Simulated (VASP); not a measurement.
# HfO2 (Fm-3m) in VASP: notebook

The runs below take HfO2 through vibrations by perturbation theory, with PBEsol.

Everything below comes from runs of VASP 6.6.1. Logs are shortened: lines on timing, memory, paths and dates and some standing lists are left out, and cuts for length are marked.

## (1) The cell of the first run

Symmetry: Fm-3m, No. 225, cubic system. The conventional cell has a = 5.008 Å, b = 5.008 Å, c = 5.008 Å, α = 90.00°, β = 90.00°, γ = 90.00°. Within 2.9 Å of Hf (site symmetry m-3m) lie 8 O at 2.17 Å. Within 2.9 Å of O (site symmetry -43m) lie 4 Hf at 2.17 Å and 6 O at 2.50 Å.

## (2) Vibrations by perturbation theory, PBEsol

INCAR

```
SYSTEM = HfO2
PREC     = Accurate       ! precision mode
ENCUT    = 520            ! plane-wave cutoff, eV
EDIFF    = 1E-8           ! SCF threshold, eV
ISMEAR   = 0              ! smearing method
SIGMA    = 0.01           ! smearing width, eV
LREAL    = .False.        ! projectors in reciprocal space
LASPH    = .True.         ! aspherical terms in the spheres
NELM     = 100            ! most SCF steps
ALGO     = Normal         ! electronic algorithm
ISIF     = 2              ! what is computed and relaxed
LWAVE    = .False.        ! write WAVECAR
LCHARG   = .False.        ! write CHGCAR
GGA      = PS             ! functional
IBRION   = 8              ! ionic algorithm
NSW      = 1              ! ionic steps
LEPSILON = .True.         ! dielectric tensor by DFPT
```

KPOINTS

```
Automatic mesh
0
Gamma
  8 8 8
  0 0 0
```

POSCAR

```
HfO2
1.0
    0.0000000000      2.5037675012      2.5037675012
    2.5037675012      0.0000000000      2.5037675012
    2.5037675012      2.5037675012      0.0000000000
Hf O
1 2
Direct
    0.0000000000      0.0000000000      0.0000000000
    0.2500000000      0.2500000000      0.2500000000
    0.7500000000      0.7500000000      0.7500000000
```

Potentials or basis: VASP PAW PBE potentials, release 64 (Hf_pv, O).

Run with:

```bash
> cat potpaw_PBE.64/Hf_pv/POTCAR potpaw_PBE.64/O/POTCAR > POTCAR
> mpirun -np 1 vasp_std > vasp.out
```

OUTCAR:

```text
SYSTEM = HfO2
   PREC = Accurate
   ENCUT = 520
   EDIFF = 1E-8
   ISMEAR = 0
   LREAL = .False.
   LASPH = .True.
   NELM = 100
   ISIF = 2
   GGA = PS
   IBRION = 8
   NSW = 1
   LEPSILON = .True.

 ion  position               nearest neighbor table
   1  0.000  0.000  0.000-   3 2.17   3 2.17   3 2.17   2 2.17   2 2.17   2 2.17   3 2.17   2 2.17

   2  0.250  0.250  0.250-   1 2.17   1 2.17   1 2.17   1 2.17
   3  0.750  0.750  0.750-   1 2.17   1 2.17   1 2.17   1 2.17

  LATTYP: Found a face centered cubic cell.
 ALAT       =     5.0075350024

  Lattice vectors:

 A1 = (   0.0000000000,   2.5037675012,   2.5037675012)
 A2 = (   2.5037675012,   0.0000000000,   2.5037675012)
 A3 = (   2.5037675012,   2.5037675012,   0.0000000000)

Analysis of symmetry for initial positions (statically):
=====================================================================
 Subroutine PRICEL returns:
 Original cell was already a primitive cell.

 Routine SETGRP: Setting up the symmetry group for a
 face centered cubic supercell.

 Subroutine GETGRP returns: Found 48 space group operations
 (whereof 48 operations were pure point group operations)
 out of a pool of 48 trial point group operations.

The static configuration has the point symmetry O_h .

Analysis of symmetry for dynamics (positions and initial velocities):
=====================================================================
 Subroutine PRICEL returns:
 Original cell was already a primitive cell.

 Routine SETGRP: Setting up the symmetry group for a
 face centered cubic supercell.

 Subroutine GETGRP returns: Found 48 space group operations
 (whereof 48 operations were pure point group operations)
 out of a pool of 48 trial point group operations.

The dynamic configuration has the point symmetry O_h .

 Subroutine INISYM returns: Found 48 space group operations
 (whereof 48 operations are pure point group operations),
 and found     1 'primitive' translations

----------------------------------------------------------------------------------------

                                     Primitive cell

  volume of cell :      31.3915

  direct lattice vectors                    reciprocal lattice vectors
     0.000000000  2.503767501  2.503767501    -0.199699053  0.199699053  0.199699053
     2.503767501  0.000000000  2.503767501     0.199699053 -0.199699053  0.199699053
     2.503767501  2.503767501  0.000000000     0.199699053  0.199699053 -0.199699053

  length of vectors
     3.540861957  3.540861957  3.540861957     0.345888907  0.345888907  0.345888907

  position of ions in fractional coordinates (direct lattice)
     0.000000000  0.000000000  0.000000000
     0.250000000  0.250000000  0.250000000
     0.750000000  0.750000000  0.750000000

  ion indices of the primitive-cell ions
   primitive index   ion index
                 1           1
                 2           2
                 3           3

----------------------------------------------------------------------------------------

 KPOINTS: Automatic mesh

Automatic generation of k-mesh.
 Grid dimensions read from file:
 generate k-points for:    8    8    8

 Generating k-lattice:

  Cartesian coordinates                     Fractional coordinates (reciprocal lattice)
    -0.024962382  0.024962382  0.024962382     0.125000000  0.000000000  0.000000000
     0.024962382 -0.024962382  0.024962382     0.000000000  0.125000000  0.000000000
     0.024962382  0.024962382 -0.024962382     0.000000000  0.000000000  0.125000000

  Length of vectors
     0.043236113  0.043236113  0.043236113

  Shift w.r.t. Gamma in fractional coordinates (k-lattice)
[... 566 lines left out ...]

 HEAD OF MICROSCOPIC STATIC DIELECTRIC TENSOR (INDEPENDENT PARTICLE, excluding Hartree and local field effects)
 ------------------------------------------------------
           5.471156     0.000000     0.000000
           0.000000     5.471156    -0.000000
           0.000000    -0.000000     5.471156
 ------------------------------------------------------

 Free energy of the ion-electron system (eV)
  ---------------------------------------------------
  ---------------------------------------------------
  free energy    TOTEN  =        -0.39559677 eV

  energy without entropy =       -0.39559677

------------------------ aborting loop because EDIFF is reached ----------------------------------------

--------------------------------------- Ionic step        2  -------------------------------------------

------------------------ aborting loop because EDIFF is reached ----------------------------------------

--------------------------------------- Ionic step        3  -------------------------------------------

------------------------ aborting loop because EDIFF is reached ----------------------------------------

 PIEZOELECTRIC TENSOR FIELD DIRECTION 3  (e Angst)
 -----------------------------------------------------------------------------
     0.00002  0.00000 -0.00000           ( -0.00001  0.00000  0.00000)
     0.00000  0.00002  0.00000           (  0.00000 -0.00001 -0.00000)
     0.00000 -0.00000 -0.00043           (  0.00000 -0.00000  0.00000)

 PIEZOELECTRIC TENSOR FIELD DIRECTION 3  (C/m^2)
 -----------------------------------------------------------------------------
     0.00001  0.00000 -0.00000
     0.00000  0.00001  0.00000
     0.00000 -0.00000 -0.00022

--------------------------------------- Ionic step        4  -------------------------------------------

------------------------ aborting loop because EDIFF is reached ----------------------------------------

[... ionic steps 5 to 6 ...]

--------------------------------------- Ionic step        7  -------------------------------------------

 Free energy of the ion-electron system (eV)
  ---------------------------------------------------
  ---------------------------------------------------
  free energy    TOTEN  =        -0.36590982 eV

  energy without entropy =       -0.36590982

------------------------ aborting loop because EDIFF is reached ----------------------------------------

 INTERNAL STRAIN TENSOR  FOR ION    2  DIRECTION 1   (eV/Angst):
 -----------------------------------------------------------------------------
    -0.00102  0.00000  0.00000
     0.00000  0.00068 -8.54044
     0.00000 -8.54044  0.00068

 MACROSCOPIC STATIC DIELECTRIC TENSOR (including local field effects in DFT)
 ------------------------------------------------------
           5.310466    -0.000000     0.000000
           0.000000     5.310466    -0.000000
           0.000000     0.000000     5.310466
 ------------------------------------------------------

 PIEZOELECTRIC TENSOR (including local field effects)  for field in x, y, z        (e  Angst)
          XX          YY          ZZ          XY          YZ          ZX
  --------------------------------------------------------------------------------
  x     0.00000     0.00000     0.00000     0.00000     0.00000     0.00000
  y     0.00000     0.00000     0.00000     0.00000     0.00000     0.00000
  z     0.00000     0.00000     0.00000     0.00000     0.00000     0.00000

 PIEZOELECTRIC TENSOR (including local field effects)  for field in x, y, z        (C/m^2)
          XX          YY          ZZ          XY          YZ          ZX
  --------------------------------------------------------------------------------
  x     0.00000     0.00000     0.00000     0.00000     0.00000     0.00000
  y     0.00000     0.00000     0.00000     0.00000     0.00000     0.00000
  z     0.00000     0.00000     0.00000     0.00000     0.00000     0.00000

 BORN EFFECTIVE CHARGES (including local field effects) (in |e|, cummulative output)
 ---------------------------------------------------------------------------------
 ion    1
    1     5.53105     0.00000     0.00000
    2     0.00000     5.53105     0.00000
    3     0.00000     0.00000     5.53105
 ion    2
    1    -2.76553     0.00000     0.00000
    2     0.00000    -2.76553     0.00000
    3     0.00000     0.00000    -2.76553
 ion    3
    1    -2.76553     0.00000     0.00000
    2     0.00000    -2.76553     0.00000
    3     0.00000     0.00000    -2.76553

 INTERNAL STRAIN TENSOR FOR ION    3 for displacements in x,y,z  (eV/Angst):
          X           Y           Z          XY          YZ          ZX
  --------------------------------------------------------------------------------
  x     0.00000     0.00000     0.00000     0.00000     8.54044     0.00000
  y     0.00000    -0.00000     0.00000     0.00000     0.00000     8.54044
  z     0.00000     0.00000    -0.00000     8.54044     0.00000     0.00000

 SECOND DERIVATIVES (NOT SYMMETRIZED)
 ------------------------------------
               1X          1Y          1Z          2X          2Y          2Z          3X          3Y          3Z
  1X    -6.530330    0.000000    0.000000    3.265165    0.000000    0.000000    3.265165    0.000000    0.000000
  1Y     0.000000   -6.530330    0.000000    0.000000    3.265165    0.000000    0.000000    3.265165    0.000000
  1Z     0.000000    0.000000   -6.530330    0.000000    0.000000    3.265165    0.000000    0.000000    3.265165
  2X     3.257820    0.000000    0.000000  -12.098351    0.000000    0.000000    8.840532    0.000000    0.000000
  2Y     0.000000    3.257820    0.000000    0.000000  -12.098351    0.000000    0.000000    8.840532    0.000000
  2Z     0.000000    0.000000    3.257820    0.000000    0.000000  -12.098351    0.000000    0.000000    8.840532
  3X     3.257820    0.000000    0.000000    8.840532    0.000000    0.000000  -12.098351    0.000000    0.000000
  3Y     0.000000    3.257820    0.000000    0.000000    8.840532    0.000000    0.000000  -12.098351    0.000000
  3Z     0.000000    0.000000    3.257820    0.000000    0.000000    8.840532    0.000000    0.000000  -12.098351

 Eigenvectors and eigenvalues of the dynamical matrix
 ----------------------------------------------------

   1 f  =   17.884116 THz   112.369217 2PiTHz  596.549911 cm-1    73.962729 meV
             X         Y         Z           dx          dy          dz
      0.000000  0.000000  0.000000     0.000000   -0.000000   -0.000000
      1.251884  1.251884  1.251884     0.705816   -0.042698    0.000000
      3.755651  3.755651  3.755651    -0.705816    0.042698   -0.000000
[... 43 lines left out ...]
   9 f/i=    0.003100 THz     0.019480 2PiTHz    0.103416 cm-1     0.012822 meV
             X         Y         Z           dx          dy          dz
      0.000000  0.000000  0.000000     0.595074   -0.699504   -0.065305
      1.251884  1.251884  1.251884     0.178367   -0.209668   -0.019574
      3.755651  3.755651  3.755651     0.178367   -0.209668   -0.019574

--------------------------------------------------------------------------------------------------------

 MACROSCOPIC STATIC DIELECTRIC TENSOR IONIC CONTRIBUTION
 ------------------------------------------------------
          27.024622     0.000000    -0.000000
           0.000000    27.024622     0.000000
          -0.000000     0.000000    27.024622
 ------------------------------------------------------

 ELASTIC MODULI CONTR FROM IONIC RELAXATION (kBar)
 Direction    XX          YY          ZZ          XY          YZ          ZX
 --------------------------------------------------------------------------------
 XX          -0.0000      0.0000     -0.0000     -0.0000     -0.0000     -0.0000
 YY           0.0000     -0.0000      0.0000     -0.0000     -0.0000      0.0000
 ZZ          -0.0000      0.0000     -0.0000      0.0000     -0.0000     -0.0000
 XY          -0.0000     -0.0000      0.0000   -355.5785     -0.0000      0.0000
 YZ          -0.0000     -0.0000     -0.0000     -0.0000   -355.5785      0.0000
 ZX          -0.0000      0.0000     -0.0000      0.0000      0.0000   -355.5785
 --------------------------------------------------------------------------------

 PIEZOELECTRIC TENSOR IONIC CONTR  for field in x, y, z        (C/m^2)
          XX          YY          ZZ          XY          YZ          ZX
  --------------------------------------------------------------------------------
  x     0.00000     0.00000     0.00000    -0.00000     0.00000    -0.00000
  y    -0.00000     0.00000    -0.00000    -0.00000    -0.00000    -0.00000
  z     0.00000    -0.00000     0.00000     0.00000     0.00000     0.00000
```

It took 11 min on 1 thread of Intel Xeon 8259CL, shared host; peak memory 0.26 GiB.

What came out:

```yaml
Electronic_dielectric_tensor_diagonal: 5.31
Born_charges_mean_of_the_diagonal: Hf +5.53; O -2.77 e
Highest_phonon_frequency_at_Γ_LO-TO_splitting_left_out: 597 cm⁻¹
```

Phonon frequencies in cm⁻¹ (negative: imaginary):
```tsv
q point	frequencies
(0.000, 0.000, 0.000)	0 0 0 256 256 256 597 597 597
```

Electronic dielectric tensor:
```
5.31 0.00 0.00
0.00 5.31 0.00
0.00 0.00 5.31
```

Born effective charge tensors (e):
atom 1, Hf
```
5.53 0.00 0.00
0.00 5.53 0.00
0.00 0.00 5.53
```
atom 2, O
```
-2.77  0.00  0.00
 0.00 -2.77  0.00
 0.00  0.00 -2.77
```
atom 3, O
```
-2.77  0.00  0.00
 0.00 -2.77  0.00
 0.00  0.00 -2.77
```

Caveat: the cell stands under pressure or tension, which shifts response properties; spin-orbit coupling is left out, which moves the levels of the heavy elements.

[end of part 1 of 2]
